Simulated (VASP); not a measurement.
# PbSe (Fm-3m) in VASP: further runs, part 2 of 2

VASP 6.6.1. The steps go on from the part before.

## 4. Single point, PBEsol (volume scaled by 1.01)

The input, INCAR:

```
SYSTEM = PbSe
PREC     = Accurate       ! precision mode
ENCUT    = 500            ! plane-wave cutoff, eV
EDIFF    = 1E-6           ! SCF threshold, eV
ISMEAR   = -1             ! smearing method
SIGMA    = 0.01           ! smearing width, eV
LREAL    = .False.        ! projectors in reciprocal space
LASPH    = .True.         ! aspherical terms in the spheres
NELM     = 120            ! most SCF steps
ALGO     = Normal         ! electronic algorithm
ISIF     = 2              ! what is computed and relaxed
LWAVE    = .False.        ! write WAVECAR
LCHARG   = .True.         ! write CHGCAR
GGA      = PS             ! functional
LELF     = .True.         ! ELF
LVHAR    = .True.       
NBANDS   = 17             ! bands
GGA_COMPAT= .False.
```

The input, KPOINTS:

```
regular mesh
0
Gamma
  9 9 9
  0 0 0
```

The input, POSCAR:

```
PbSe
1.0
    0.0000000000      3.0723233306      3.0723233306
    3.0723233306      0.0000000000      3.0723233306
    3.0723233306      3.0723233306      0.0000000000
Pb Se
1 1
Direct
    0.0000000000      0.0000000000      0.0000000000
    0.5000000000      0.5000000000      0.5000000000
```

Potentials or basis: VASP PAW PBE potentials, release 64 (Pb_d, Se).

The run is started by

```bash
$ cat potpaw_PBE.64/Pb_d/POTCAR potpaw_PBE.64/Se/POTCAR > POTCAR
$ mpirun -np 1 vasp_std > vasp.out
```

OUTCAR:

```text
SYSTEM = PbSe
   PREC = Accurate
   ENCUT = 500
   EDIFF = 1E-6
   ISMEAR = -1
   LREAL = .False.
   LASPH = .True.
   NELM = 120
   ISIF = 2
   GGA = PS

 ion  position               nearest neighbor table
   1  0.000  0.000  0.000-   2 3.07   2 3.07   2 3.07   2 3.07   2 3.07   2 3.07
   2  0.500  0.500  0.500-   1 3.07   1 3.07   1 3.07   1 3.07   1 3.07   1 3.07

  LATTYP: Found a face centered cubic cell.
 ALAT       =     6.1446466612

  Lattice vectors:

 A1 = (   0.0000000000,   3.0723233306,   3.0723233306)
 A2 = (   3.0723233306,   0.0000000000,   3.0723233306)
 A3 = (   3.0723233306,   3.0723233306,   0.0000000000)

Analysis of symmetry for initial positions (statically):
=====================================================================
 Subroutine PRICEL returns:
 Original cell was already a primitive cell.

 Routine SETGRP: Setting up the symmetry group for a
 face centered cubic supercell.

 Subroutine GETGRP returns: Found 48 space group operations
 (whereof 48 operations were pure point group operations)
 out of a pool of 48 trial point group operations.

[... 158 lines left out ...]

  energy without entropy =       -8.91387232  energy(sigma->0) =       -8.91387232

 E-fermi :   4.7946     XC(G=0):  -9.6672

 val. band max:        4.5719711746   @ k =   0.4444   0.0000   0.0000
 cond. band min:       5.2320902196   @ k =   0.4444   0.0000   0.0000
 fundamental gap:      0.6601190450
 Fermi energy:         4.7946137697

 k-point     1 :       0.0000    0.0000    0.0000
  band No.  band energies     occupation
      1     -11.9571      2.00000
      2     -11.9571      2.00000
      3     -11.9571      2.00000
      4     -11.9549      2.00000
      5     -11.9549      2.00000
      6      -8.7406      2.00000
[... 457 lines left out ...]
      4     -11.9146      2.00000
      5     -11.9146      2.00000
      6      -7.3879      2.00000
[... 9 lines left out ...]
     16      16.1004      0.00000
     17      17.3242      0.00000

 [... further k-points ...]

------------------------ aborting loop because EDIFF is reached ----------------------------------------

  FORCE on cell =-STRESS in cart. coord.  units (eV):
  Direction    XX          YY          ZZ          XY          YZ          ZX
  --------------------------------------------------------------------------------------
  -------------------------------------------------------------------------------------
  Total       -0.3934954     -0.3934954     -0.3934954      0.0000000      0.0000000      0.0000000
  in kB      -10.8697474    -10.8697474    -10.8697474      0.0000000      0.0000000      0.0000000
  external PRESSURE =     -10.8697474 kB  Pullay stress =       0.0000000 kB

 VOLUME and BASIS-vectors are now :
 -----------------------------------------------------------------------------
  energy-cutoff  :      500.00
  volume of cell :       58.00
      direct lattice vectors                 reciprocal lattice vectors
     0.000000000  3.072323331  3.072323331    -0.162743288  0.162743288  0.162743288
     3.072323331  0.000000000  3.072323331     0.162743288 -0.162743288  0.162743288
     3.072323331  3.072323331  0.000000000     0.162743288  0.162743288 -0.162743288

 POSITION                                       TOTAL-FORCE (eV/Angst)
 -----------------------------------------------------------------------------------
      0.00000      0.00000      0.00000         0.000000      0.000000     -0.000000
      3.07232      3.07232      3.07232        -0.000000      0.000000      0.000000
 -----------------------------------------------------------------------------------
    total drift:                                0.000000     -0.000000     -0.000000

  FREE ENERGIE OF THE ION-ELECTRON SYSTEM (eV)
  ---------------------------------------------------
  free  energy   TOTEN  =        -8.9138723197 eV

  energy  without entropy=       -8.9138723197  energy(sigma->0) =       -8.91387232
```

Wall time 38 s (1 thread of Intel Xeon 8259CL, shared host); peak memory 0.19 GiB.

What came out:

| Item | Value |
| --- | --- |
| Free energy | -8.9139 eV |
| Pressure | -1.1 GPa |

Levels at points of the mesh, in eV from the Fermi level:
```csv
k point,band 8,band 9,band 10,band 11,band 12,band 13
"(0.00, 0.00, 0.00)",-1.84,-1.84,-1.84,4.63,4.63,4.63
```

Caveat: this odd mesh misses L, where the gap lies, so gap, dielectric constants and Born charges aren't listed; the PAW data sets were made with another functional, which shifts forces and pressure a little; spin-orbit coupling is left out, which moves the levels of the heavy elements.

## 5. Single point, PBEsol (volume scaled by 1.02)

The input, INCAR:

```
SYSTEM = PbSe
  ALGO = Normal
  EDIFF = 1E-6
  ENCUT = 500
  GGA = PS
  GGA_COMPAT = .FALSE.
  ISIF = 2
  ISMEAR = -1
  LASPH = .TRUE.
  LCHARG = .FALSE.
  LREAL = .FALSE.
  LWAVE = .FALSE.
  NBANDS = 17
  NELM = 120
  PREC = Accurate
  SIGMA = 0.01
```

The input, KPOINTS:

```
k-points
0
G
  9 9 9
  0 0 0
```

The input, POSCAR:

```
PbSe
1.0
    0.0000000000      3.0824297301      3.0824297301
    3.0824297301      0.0000000000      3.0824297301
    3.0824297301      3.0824297301      0.0000000000
Pb Se
1 1
Direct
    0.0000000000      0.0000000000      0.0000000000
    0.5000000000      0.5000000000      0.5000000000
```

Potentials or basis: VASP PAW PBE potentials, release 64 (Pb_d, Se).

The run is started by

```bash
$ cat potpaw_PBE.64/Pb_d/POTCAR potpaw_PBE.64/Se/POTCAR > POTCAR
$ mpirun -np 1 vasp_std > vasp.out
```

OUTCAR:

```text
SYSTEM = PbSe
   EDIFF = 1E-6
   ENCUT = 500
   GGA = PS
   ISIF = 2
   ISMEAR = -1
   LASPH = .TRUE.
   LREAL = .FALSE.
   NELM = 120
   PREC = Accurate

 ion  position               nearest neighbor table
   1  0.000  0.000  0.000-   2 3.08   2 3.08   2 3.08   2 3.08   2 3.08   2 3.08
   2  0.500  0.500  0.500-   1 3.08   1 3.08   1 3.08   1 3.08   1 3.08   1 3.08

  LATTYP: Found a face centered cubic cell.
 ALAT       =     6.1648594602

  Lattice vectors:

 A1 = (   0.0000000000,   3.0824297301,   3.0824297301)
 A2 = (   3.0824297301,   0.0000000000,   3.0824297301)
 A3 = (   3.0824297301,   3.0824297301,   0.0000000000)

Analysis of symmetry for initial positions (statically):
=====================================================================
 Subroutine PRICEL returns:
 Original cell was already a primitive cell.

 Routine SETGRP: Setting up the symmetry group for a
 face centered cubic supercell.

 Subroutine GETGRP returns: Found 48 space group operations
 (whereof 48 operations were pure point group operations)
 out of a pool of 48 trial point group operations.

The static configuration has the point symmetry O_h .

Analysis of symmetry for dynamics (positions and initial velocities):
=====================================================================
 Subroutine PRICEL returns:
 Original cell was already a primitive cell.

 Routine SETGRP: Setting up the symmetry group for a
 face centered cubic supercell.

 Subroutine GETGRP returns: Found 48 space group operations
 (whereof 48 operations were pure point group operations)
 out of a pool of 48 trial point group operations.

The dynamic configuration has the point symmetry O_h .

 Subroutine INISYM returns: Found 48 space group operations
 (whereof 48 operations are pure point group operations),
 and found     1 'primitive' translations

----------------------------------------------------------------------------------------

                                     Primitive cell

  volume of cell :      58.5746

  direct lattice vectors                    reciprocal lattice vectors
     0.000000000  3.082429730  3.082429730    -0.162209699  0.162209699  0.162209699
     3.082429730  0.000000000  3.082429730     0.162209699 -0.162209699  0.162209699
     3.082429730  3.082429730  0.000000000     0.162209699  0.162209699 -0.162209699

  length of vectors
     4.359213929  4.359213929  4.359213929     0.280955441  0.280955441  0.280955441

  position of ions in fractional coordinates (direct lattice)
     0.000000000  0.000000000  0.000000000
     0.500000000  0.500000000  0.500000000

  ion indices of the primitive-cell ions
   primitive index   ion index
                 1           1
                 2           2

----------------------------------------------------------------------------------------

 KPOINTS: k-points

Automatic generation of k-mesh.
 Grid dimensions read from file:
 generate k-points for:    9    9    9

 Generating k-lattice:

  Cartesian coordinates                     Fractional coordinates (reciprocal lattice)
    -0.018023300  0.018023300  0.018023300     0.111111111  0.000000000  0.000000000
     0.018023300 -0.018023300  0.018023300     0.000000000  0.111111111  0.000000000
     0.018023300  0.018023300 -0.018023300     0.000000000  0.000000000  0.111111111

  Length of vectors
     0.031217271  0.031217271  0.031217271

  Shift w.r.t. Gamma in fractional coordinates (k-lattice)
     0.000000000  0.000000000  0.000000000

 Subroutine IBZKPT returns following result:
 ===========================================

 Found     35 irreducible k-points:

 Following reciprocal coordinates:
            Coordinates               Weight
  0.000000  0.000000  0.000000      1.000000
  0.111111  0.000000  0.000000      8.000000
  0.222222  0.000000  0.000000      8.000000
  0.333333  0.000000  0.000000      8.000000
  0.444444  0.000000  0.000000      8.000000
  0.111111  0.111111  0.000000      6.000000
[... 16 lines left out ...]
 -0.333333  0.333333  0.000000     12.000000
  0.444444  0.444444  0.000000      6.000000
 [... further k-points ...]
   k-points           NKPTS =     35   k-points in BZ     NKDIM =     35   number of bands    NBANDS=     17
   number of dos      NEDOS =    301   number of ions     NIONS =      2
   total plane-waves  NPLWV =  32768
   dimension x,y,z NGX =    32 NGY =   32 NGZ =   32
   dimension x,y,z NGXF=    64 NGYF=   64 NGZF=   64
   ions per type =               1   1
   NGX,Y,Z   is equivalent  to a cutoff of  12.20, 12.20, 12.20 a.u.
   NGXF,Y,Z  is equivalent  to a cutoff of  24.41, 24.41, 24.41 a.u.
 SYSTEM =  PbSe
   PREC   = accura    normal or accurate (medium, high low for compatibility)
   ISTART =      0    job   : 0-new  1-cont  2-samecut
   ICHARG =      2    charge: 1-file 2-atom 10-const
   ISPIN  =      1    spin polarized calculation?
   LNONCOLLINEAR =      F non collinear calculations
   LSORBIT =      F    spin-orbit coupling
   LASPH  =      T    aspherical Exc in radial PAW
   ENCUT  =  500.0 eV  36.75 Ry    6.06 a.u.   7.95  7.95  7.95*2*pi/ulx,y,z
   NELM   =    120;   NELMIN=  2; NELMDL= -5     # of ELM steps
   EDIFF  = 0.1E-05   stopping-criterion for ELM
   LREAL  =      F    real-space projection
   EDIFFG = 0.1E-04   stopping-criterion for IOM
   NSW    =      0    number of steps for IOM
   IBRION =     -1    ionic relax: 0-MD 1-quasi-New 2-CG
   NFREE  =      0    steps in history (QN), initial steepest desc. (CG)
   ISIF   =      2    stress and relaxation
   ISYM   =      2    0-nonsym 1-usesym 2-fastsym
   POTIM  = 0.5000    time-step for ionic-motion
   TEBEG  =    0.0;   TEEND  =   0.0 temperature during run
   PSTRESS=    0.0 pullay stress
   NELECT =      20.0000    total number of electrons
   NUPDOWN=      -1.0000    fix difference up-down
   EMIN   =  10.00;   EMAX   =-10.00  energy-range for DOS
   EFERMI =   0.00;   METHOD = LEGACY
   ISMEAR =    -1;   SIGMA  =   0.01  broadening in eV -4-tet -1-fermi 0-gaus
   EFERMI_NEDOS =   21; number of points for ismear=-14 and -15
   IALGO  =     38    algorithm
   IMIX   =      4    mixing-type and parameters
     AMIX     =   0.40;   BMIX     =  1.00
     AMIX_MAG =   1.60;   BMIX_MAG =  1.00
  volume/ion in A,a.u.               =      29.29       197.64
  Fermi-wavevector in a.u.,A,eV,Ry     =   1.144234  2.162289 17.813730  1.309272
  Thomas-Fermi vector in A             =   2.280927
   LORBIT       =      0    0 simple, 1 ext, 2 COOP (PROOUT), +10 PAW based schemes
   GGA     = PS    functional components
   LHFCALC =     F    Hartree Fock is set to
   AEXX    =    0.0000 exact exchange contribution
   IVDW    =     0    specifies the selected vdW correction
   LEPSILON=     F    determine dielectric tensor
   LRPA    =     F    only Hartree local field effects (RPA)
 non-spin polarized calculation
  energy-cutoff  :      500.00
  volume of cell :       58.57
 maximum number of plane-waves:      1499
   NGX = 15   NGY = 15   NGZ = 15

 number of electron      19.9999994 magnetization

 Free energy of the ion-electron system (eV)
  ---------------------------------------------------
  ext. energy  EPLUGINS =         0.00000000
  ---------------------------------------------------
  free energy    TOTEN  =        -8.90931993 eV

  energy without entropy =       -8.90931993  energy(sigma->0) =       -8.90931993

 E-fermi :   4.6724     XC(G=0):  -9.6222

 val. band max:        4.4548751250   @ k =   0.4444   0.0000   0.0000
 cond. band min:       5.1261076903   @ k =   0.4444   0.0000   0.0000
 fundamental gap:      0.6712325653
 Fermi energy:         4.6724095562

 k-point     1 :       0.0000    0.0000    0.0000
  band No.  band energies     occupation
      1     -12.0614      2.00000
      2     -12.0614      2.00000
      3     -12.0614      2.00000
      4     -12.0587      2.00000
      5     -12.0587      2.00000
      6      -8.7784      2.00000
[... 9 lines left out ...]
     16      11.1436      0.00000
     17      12.7167      0.00000
[... 441 lines left out ...]
 k-point    24 :       0.4444    0.4444    0.0000
  band No.  band energies     occupation
      1     -12.1712      2.00000
      2     -12.0780      2.00000
      3     -12.0413      2.00000
      4     -12.0207      2.00000
      5     -12.0207      2.00000
      6      -7.4613      2.00000
[... 9 lines left out ...]
     16      15.9120      0.00000
     17      17.1837      0.00000

 [... further k-points ...]

------------------------ aborting loop because EDIFF is reached ----------------------------------------

  FORCE on cell =-STRESS in cart. coord.  units (eV):
  Direction    XX          YY          ZZ          XY          YZ          ZX
  --------------------------------------------------------------------------------------
  -------------------------------------------------------------------------------------
  Total       -0.5686448     -0.5686448     -0.5686448      0.0000000      0.0000000     -0.0000000
  in kB      -15.5539996    -15.5539996    -15.5539996      0.0000000      0.0000000     -0.0000000
  external PRESSURE =     -15.5539996 kB  Pullay stress =       0.0000000 kB

 VOLUME and BASIS-vectors are now :
 -----------------------------------------------------------------------------
  energy-cutoff  :      500.00
  volume of cell :       58.57
      direct lattice vectors                 reciprocal lattice vectors
     0.000000000  3.082429730  3.082429730    -0.162209699  0.162209699  0.162209699
     3.082429730  0.000000000  3.082429730     0.162209699 -0.162209699  0.162209699
     3.082429730  3.082429730  0.000000000     0.162209699  0.162209699 -0.162209699

 POSITION                                       TOTAL-FORCE (eV/Angst)
 -----------------------------------------------------------------------------------
      0.00000      0.00000      0.00000         0.000000      0.000000     -0.000000
      3.08243      3.08243      3.08243        -0.000000     -0.000000      0.000000
 -----------------------------------------------------------------------------------
    total drift:                                0.000000     -0.000000     -0.000000

  FREE ENERGIE OF THE ION-ELECTRON SYSTEM (eV)
  ---------------------------------------------------
  free  energy   TOTEN  =        -8.9093199280 eV

  energy  without entropy=       -8.9093199280  energy(sigma->0) =       -8.90931993
```

stdout:

```text
POSCAR found type information on POSCAR PbSe
 POSCAR found :  2 types and       2 ions
 scaLAPACK will be used
 -----------------------------------------------------------------------------
|                                                                             |
|                                                                             |
|     You enforced a specific xc type in the INCAR file but a different       |
|     I HOPE YOU KNOW WHAT YOU ARE DOING!                                     |
|                                                                             |
 -----------------------------------------------------------------------------

 LDA part: xc-table for (Slater+PW92), standard interpolation
 POSCAR, INCAR and KPOINTS ok, starting setup
 FFT: planning ... GRIDC
 FFT: planning ... GRID_SOFT
 FFT: planning ... GRID
 WAVECAR not read
 entering main loop
```

Wall time 39 s (1 thread of Intel Xeon 8259CL, shared host); peak memory 0.19 GiB.

Results:

- Free energy: -8.9093 eV
- Pressure: -1.6 GPa

Caveat: this odd mesh misses L, where the gap lies, so gap, dielectric constants and Born charges aren't listed; the PAW data sets were made with another functional, which shifts forces and pressure a little; spin-orbit coupling is left out, which moves the levels of the heavy elements.

## 6. The runs side by side

| cell | pressure (GPa) |
| --- | --- |
| a = 4.301 Å, angles 60.0°, 2 atoms | 0.5 |
| a = 4.316 Å, angles 60.0°, 2 atoms | -0.1 |
| a = 4.345 Å, angles 60.0°, 2 atoms | -1.1 |
| a = 4.359 Å, angles 60.0°, 2 atoms | -1.6 |

Alike in all rows: task single point; level PBEsol; potentials or basis VASP PAW PBE potentials, release 64 (Pb_d, Se); no spin polarisation; k mesh 9 × 9 × 9; cutoff (eV) 500; smearing fermi-dirac 0.01 eV.

Caveats: the PAW data sets were made with another functional, which shifts forces and pressure a little; spin-orbit coupling is left out, which moves the levels of the heavy elements.

Total energies depend on the potentials used, so only differences within one code and one set of settings carry meaning.
